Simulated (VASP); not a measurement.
# Be (Pm-3n) in VASP: a series of runs, part 2 of 2

VASP 6.6.1. Earlier steps stand in the parts before.

**3. Relaxation of cell and atoms, PBEsol**

This run uses another cell than the first one, of 8.05 Å³/atom, 1.009 times its volume.

Contents of INCAR:

```
PREC = Accurate
ENCUT = 600
EDIFF = 1E-6
ISMEAR = 0
SIGMA = 0.1
LREAL = F
LASPH = T
NELM = 100
ALGO = Normal
ISIF = 3
LWAVE = F
LCHARG = F
GGA = PS
IBRION = 2
NSW = 100
EDIFFG = -0.01
```

Contents of KPOINTS:

```
regular mesh
0
Gamma
  10 10 10
```

Contents of POSCAR:

```
Be
1.0
    4.0075394755      0.0000000000      0.0000000000
    0.0000000000      4.0075394755      0.0000000000
    0.0000000000      0.0000000000      4.0075394755
Be
8
Direct
    0.5000000000      0.5000000000      0.5000000000
    0.0000000000      0.0000000000      0.0000000000
    0.2500000000      0.0000000000      0.5000000000
    0.5000000000      0.2500000000      0.0000000000
    0.5000000000      0.7500000000      0.0000000000
    0.7500000000      0.0000000000      0.5000000000
    0.0000000000      0.5000000000      0.7500000000
    0.0000000000      0.5000000000      0.2500000000
```

Potentials or basis: VASP PAW PBE potentials, release 64 (Be).

Command:

```
> cat potpaw_PBE.64/Be/POTCAR > POTCAR
> mpirun -np 1 vasp_std > vasp.out
```

OUTCAR:

```text
PREC = Accurate
   ENCUT = 600
   EDIFF = 1E-6
   ISMEAR = 0
   LREAL = F
   LASPH = T
   NELM = 100
   ISIF = 3
   GGA = PS
   IBRION = 2
   NSW = 100
   EDIFFG = -0.01

 ion  position               nearest neighbor table
   1  0.500  0.500  0.500-   3 2.24   4 2.24   5 2.24   6 2.24   7 2.24   8 2.24   4 2.24   5 2.24
                             3 2.24   6 2.24   7 2.24   8 2.24
   2  0.000  0.000  0.000-   3 2.24   4 2.24   5 2.24   6 2.24   7 2.24   8 2.24   3 2.24   6 2.24
                             7 2.24   8 2.24   4 2.24   5 2.24
   3  0.250  0.000  0.500-   6 2.00   6 2.00   1 2.24   2 2.24   1 2.24   2 2.24
   4  0.500  0.250  0.000-   5 2.00   5 2.00   1 2.24   1 2.24   2 2.24   2 2.24
   5  0.500  0.750  0.000-   4 2.00   4 2.00   1 2.24   1 2.24   2 2.24   2 2.24
   6  0.750  0.000  0.500-   3 2.00   3 2.00   1 2.24   2 2.24   1 2.24   2 2.24
   7  0.000  0.500  0.750-   8 2.00   8 2.00   1 2.24   2 2.24   2 2.24   1 2.24
   8  0.000  0.500  0.250-   7 2.00   7 2.00   1 2.24   2 2.24   2 2.24   1 2.24

  LATTYP: Found a simple cubic cell.
 ALAT       =     4.0075394755

  Lattice vectors:

 A1 = (   4.0075394755,   0.0000000000,   0.0000000000)
 A2 = (   0.0000000000,   4.0075394755,   0.0000000000)
 A3 = (   0.0000000000,   0.0000000000,   4.0075394755)

Analysis of symmetry for initial positions (statically):
=====================================================================
 Subroutine PRICEL returns:
 Original cell was already a primitive cell.

 Routine SETGRP: Setting up the symmetry group for a
 simple cubic supercell.

 Subroutine GETGRP returns: Found 48 space group operations
 (whereof 24 operations were pure point group operations)
 out of a pool of 48 trial point group operations.

The static configuration has the point symmetry T_h .
 The point group associated with its full space group is O_h .

Analysis of symmetry for dynamics (positions and initial velocities):
=====================================================================
 Subroutine PRICEL returns:
[... 212 lines left out ...]

 number of electron      16.0000000 magnetization

 Free energy of the ion-electron system (eV)
  ---------------------------------------------------
  ext. energy  EPLUGINS =         0.00000000
  ---------------------------------------------------
  free energy    TOTEN  =       -31.14191092 eV

  energy without entropy =      -31.13514362  energy(sigma->0) =      -31.13852727

 E-fermi :   6.7304     XC(G=0): -10.5651

 val. band max:        6.7154950297   @ k =   0.4000   0.4000   0.0000
 cond. band min:       6.7435241211   @ k =   0.5000   0.3000   0.0000
 fundamental gap:      0.0280290914
 Fermi energy:         6.7303693523

 k-point     1 :       0.0000    0.0000    0.0000
  band No.  band energies     occupation
      1      -4.3573      2.00000
      2       1.7274      2.00000
      3       1.7274      2.00000
      4       1.7274      2.00000
      5       3.0739      2.00000
      6       3.0739      2.00000
      7       3.5275      2.00000
      8       8.7055      0.00000
      9       8.7055      0.00000
     10       8.7055      0.00000
     11      10.2843      0.00000
     12      10.2844      0.00000
     13      10.2862      0.00000
[... 354 lines left out ...]
  band No.  band energies     occupation
      1      -3.5981      2.00000
      2      -0.8663      2.00000
      3       1.7075      2.00000
      4       1.7428      2.00000
      5       3.6993      2.00000
      6       3.7234      2.00000
      7       5.5727      2.00000
      8       5.5870      2.00000
      9       7.1267      0.00000
     10       7.7303      0.00000
     11       9.8179      0.00000
     12       9.9835      0.00000
     13      11.2104      0.00000

 [... further k-points ...]
[... 5 lines left out ...]
  --------------------------------------------------------------------------------------
  -------------------------------------------------------------------------------------
  Total       -0.0445542     -0.0445542     -0.0445542      0.0000000     -0.0000000     -0.0000000
  in kB       -1.1146447     -1.1146447     -1.1146447      0.0000000     -0.0000000     -0.0000000
  external PRESSURE =      -1.1146447 kB  Pullay stress =       0.0000000 kB

 VOLUME and BASIS-vectors are now :
 -----------------------------------------------------------------------------
  energy-cutoff  :      600.00
  volume of cell :       64.04
      direct lattice vectors                 reciprocal lattice vectors
     4.000869821 -0.000000000 -0.000000000     0.249945648 -0.000000000 -0.000000000
     0.000000000  4.000869821  0.000000000     0.000000000  0.249945648  0.000000000
     0.000000000 -0.000000000  4.000869821     0.000000000 -0.000000000  0.249945648

 POSITION                                       TOTAL-FORCE (eV/Angst)
 -----------------------------------------------------------------------------------
      2.00043      2.00043      2.00043         0.000000     -0.000000      0.000000
      4.00087      4.00087     -0.00000         0.000000     -0.000000      0.000000
      1.00022      4.00087      2.00043        -0.000000     -0.000000     -0.000000
      2.00043      1.00022      4.00087         0.000000     -0.000000     -0.000000
      2.00043      3.00065     -0.00000        -0.000000     -0.000000     -0.000000
      3.00065     -0.00000      2.00043         0.000000      0.000000      0.000000
      4.00087      2.00043      3.00065         0.000000     -0.000000      0.000000
      0.00000      2.00043      1.00022         0.000000      0.000000      0.000000
 -----------------------------------------------------------------------------------
    total drift:                               -0.000000      0.000000      0.000000

  FREE ENERGIE OF THE ION-ELECTRON SYSTEM (eV)
  ---------------------------------------------------
  free  energy   TOTEN  =       -31.1419109188 eV

  energy  without entropy=      -31.1351436200  energy(sigma->0) =      -31.13852727

 reached required accuracy - stopping structural energy minimisation
```

CONTCAR:

```text
Be
   1.00000000000000
     4.0008698209482754   -0.0000000000000000   -0.0000000000000000
     0.0000000000000000    4.0008698209482754    0.0000000000000000
     0.0000000000000000   -0.0000000000000000    4.0008698209482754
  Be
     8
Direct
     0.5000000000000000    0.5000000000000000    0.5000000000000000
     1.0000000000000000    1.0000000000000000    0.0000000000000000
     0.2500000000000000    1.0000000000000000    0.5000000000000000
     0.5000000000000000    0.2500000000000000    1.0000000000000000
     0.5000000000000000    0.7500000000000000    0.0000000000000000
     0.7500000000000000    0.0000000000000000    0.5000000000000000
     1.0000000000000000    0.5000000000000000    0.7500000000000000
     0.0000000000000000    0.5000000000000000    0.2500000000000000

  0.00000000E+00  0.00000000E+00  0.00000000E+00
  0.00000000E+00  0.00000000E+00  0.00000000E+00
  0.00000000E+00  0.00000000E+00  0.00000000E+00
  0.00000000E+00  0.00000000E+00  0.00000000E+00
  0.00000000E+00  0.00000000E+00  0.00000000E+00
  0.00000000E+00  0.00000000E+00  0.00000000E+00
  0.00000000E+00  0.00000000E+00  0.00000000E+00
  0.00000000E+00  0.00000000E+00  0.00000000E+00
```

Wall time 72 s (1 thread of Intel Xeon Platinum 8375C at 2.90GHz (Ice Lake), shared host); peak memory 0.19 GiB.

What came out:

* Free energy: -31.1419 eV
* Relaxed volume: 8.01 Å³/atom
* Relaxed cell: a = 4.001 Å, b = 4.001 Å, c = 4.001 Å, α = 90.00°, β = 90.00°, γ = 90.00°
* Space group after relaxing (to 0.05 Å): Pm-3n (No. 223)
* Energy gained by relaxing: 0.1 meV/atom
* Ionic steps: 2
* Pressure after relaxing: -0.1 GPa
* Band gap on the k mesh: zero (band 8 reaches 8.71 eV, above the bottom of band 9 at 6.08 eV)

The path:
```csv
step,energy change (eV),largest force (eV/Å),pressure (GPa),volume (Å³)
1,0.0000,0.0000,-0.69,64.36
2,-0.0008,0.0000,-0.11,64.04
```

Final structure:
```xyz
8
Lattice="4.0009 0.0000 0.0000 0.0000 4.0009 0.0000 0.0000 0.0000 4.0009" Properties=species:S:1:pos:R:3 pbc="T T T"
Be    2.0004    2.0004    2.0004
Be    4.0009    4.0009    0.0000
Be    1.0002    4.0009    2.0004
Be    2.0004    1.0002    4.0009
Be    2.0004    3.0007    0.0000
Be    3.0007    0.0000    2.0004
Be    4.0009    2.0004    3.0007
Be    0.0000    2.0004    1.0002
```

Caveat: the PAW data sets were made with another functional, which shifts forces and pressure a little.

**4. Single point, PBEsol**

Contents of INCAR:

```
PREC = Accurate
ENCUT = 520
EDIFF = 1E-6
ISMEAR = 0
SIGMA = 0.1
LREAL = False
LASPH = True
NELM = 100
ALGO = Normal
ISIF = 2
LWAVE = False
LCHARG = True
GGA = PS
LELF = True
LVHAR = True
NBANDS = 18
```

Contents of KPOINTS:

```
regular mesh
0
Gamma
  6 6 6
```

Contents of POSCAR:

```
Be
1.0
    3.9958024452      0.0000000000      0.0000000000
    0.0000000000      3.9958024452      0.0000000000
    0.0000000000      0.0000000000      3.9958024452
Be
8
Direct
    0.5000000000      0.5000000000      0.5000000000
    1.0000000000      0.0000000000      0.0000000000
    0.2500000000      0.0000000000      0.5000000000
    0.5000000000      0.2500000000      0.0000000000
    0.5000000000      0.7500000000      0.0000000000
    0.7500000000      0.0000000000      0.5000000000
    0.0000000000      0.5000000000      0.7500000000
    0.0000000000      0.5000000000      0.2500000000
```

Potentials or basis: VASP PAW PBE potentials, release 64 (Be).

Command:

```
> cat potpaw_PBE.64/Be/POTCAR > POTCAR
> mpirun -np 1 vasp_std > vasp.out
```

OUTCAR:

```text
PREC = Accurate
   ENCUT = 520
   EDIFF = 1E-6
   ISMEAR = 0
   LREAL = False
   LASPH = True
   NELM = 100
   ISIF = 2
   GGA = PS

 ion  position               nearest neighbor table
   1  0.500  0.500  0.500-   3 2.23   4 2.23   5 2.23   6 2.23   7 2.23   8 2.23   4 2.23   5 2.23
                             3 2.23   6 2.23   7 2.23   8 2.23
   2  0.000  0.000  0.000-   3 2.23   4 2.23   5 2.23   6 2.23   7 2.23   8 2.23   3 2.23   6 2.23
                             7 2.23   8 2.23   4 2.23   5 2.23
   3  0.250  0.000  0.500-   6 2.00   6 2.00   1 2.23   2 2.23   1 2.23   2 2.23
   4  0.500  0.250  0.000-   5 2.00   5 2.00   1 2.23   1 2.23   2 2.23   2 2.23
   5  0.500  0.750  0.000-   4 2.00   4 2.00   1 2.23   1 2.23   2 2.23   2 2.23
   6  0.750  0.000  0.500-   3 2.00   3 2.00   1 2.23   2 2.23   1 2.23   2 2.23
   7  0.000  0.500  0.750-   8 2.00   8 2.00   1 2.23   2 2.23   2 2.23   1 2.23
   8  0.000  0.500  0.250-   7 2.00   7 2.00   1 2.23   2 2.23   2 2.23   1 2.23

  LATTYP: Found a simple cubic cell.
 ALAT       =     3.9958024452

  Lattice vectors:

[... 195 lines left out ...]
 k-point     1 :       0.0000    0.0000    0.0000
  band No.  band energies     occupation
      1      -4.3468      2.00000
      2       1.7432      2.00000
      3       1.7432      2.00000
      4       1.7432      2.00000
      5       3.0994      2.00000
      6       3.0994      2.00000
[... 397 lines left out ...]
      5       0.8366      2.00000
      6       0.8366      2.00000
[... 10 lines left out ...]
     17      15.2913      0.00000
     18      15.2913      0.00000

------------------------ aborting loop because EDIFF is reached ----------------------------------------

  FORCE on cell =-STRESS in cart. coord.  units (eV):
  Direction    XX          YY          ZZ          XY          YZ          ZX
  --------------------------------------------------------------------------------------
  -------------------------------------------------------------------------------------
  Total        0.2774099      0.2774099      0.2774099     -0.0000000     -0.0000000     -0.0000000
  in kB        6.9665946      6.9665946      6.9665946     -0.0000000     -0.0000000     -0.0000000
  external PRESSURE =       6.9665946 kB  Pullay stress =       0.0000000 kB

 VOLUME and BASIS-vectors are now :
 -----------------------------------------------------------------------------
  energy-cutoff  :      520.00
  volume of cell :       63.80
      direct lattice vectors                 reciprocal lattice vectors
     3.995802445  0.000000000  0.000000000     0.250262623  0.000000000  0.000000000
     0.000000000  3.995802445  0.000000000     0.000000000  0.250262623  0.000000000
     0.000000000  0.000000000  3.995802445     0.000000000  0.000000000  0.250262623

 POSITION                                       TOTAL-FORCE (eV/Angst)
 -----------------------------------------------------------------------------------
      1.99790      1.99790      1.99790        -0.000000      0.000000      0.000000
      0.00000      0.00000      0.00000        -0.000000      0.000000      0.000000
      0.99895      0.00000      1.99790         0.000000     -0.000000     -0.000000
      1.99790      0.99895      0.00000         0.000000     -0.000000      0.000000
      1.99790      2.99685      0.00000         0.000000      0.000000      0.000000
      2.99685      0.00000      1.99790        -0.000000      0.000000      0.000000
      0.00000      1.99790      2.99685         0.000000      0.000000      0.000000
      0.00000      1.99790      0.99895        -0.000000     -0.000000     -0.000000
 -----------------------------------------------------------------------------------
    total drift:                               -0.000000     -0.000000     -0.000000

  FREE ENERGIE OF THE ION-ELECTRON SYSTEM (eV)
  ---------------------------------------------------
  free  energy   TOTEN  =       -31.1082714421 eV

  energy  without entropy=      -31.0971270035  energy(sigma->0) =      -31.10269922
```

It took 26 s on 1 thread of Intel Xeon Platinum 8375C at 2.90GHz (Ice Lake), shared host; peak memory 0.16 GiB.

Results:

```yaml
Free_energy: -31.1083 eV
Pressure: 0.7 GPa
Band_gap_on_the_k_mesh: zero (band 8 reaches 8.74 eV, above the bottom of band 9 at 6.32 eV)
```

Levels at points of the mesh, in eV from the Fermi level:
```tsv
k point	band 5	band 6	band 7	band 8	band 9	band 10	band 11	band 12
(0.00, 0.00, 0.00)	-3.72	-3.72	-3.26	1.92	1.92	1.92	3.50	3.50
(0.50, 0.00, 0.00)	-3.30	-3.30	-2.06	-2.06	-0.04	-0.04	4.72	4.72
(0.50, 0.50, 0.00)	-2.94	-1.86	-1.86	-1.12	0.12	1.40	1.40	3.79
(0.50, 0.50, 0.50)	-5.99	-5.99	-5.85	-5.85	8.34	8.34	8.34	8.34
```

Caveat: the PAW data sets were made with another functional, which shifts forces and pressure a little.

**5. Overview**

```tsv
task	cell	k mesh	cutoff (eV)	gap on the mesh (eV)	pressure (GPa)
single point	a = 3.996 Å, 8 atoms	10 × 10 × 10	520	none	0.3
relaxation of cell and atoms	relaxed from a = 4.008 Å, 8 atoms	10 × 10 × 10	600	none	-0.1
single point	a = 3.996 Å, 8 atoms	6 × 6 × 6	520	none	0.7
```

Alike in all rows: level PBEsol; potentials or basis VASP PAW PBE potentials, release 64 (Be); no spin polarisation; smearing gaussian 0.1 eV.

Caveats: the PAW data sets were made with another functional, which shifts forces and pressure a little.

Total energies depend on the potentials used, so only differences within one code and one set of settings carry meaning.
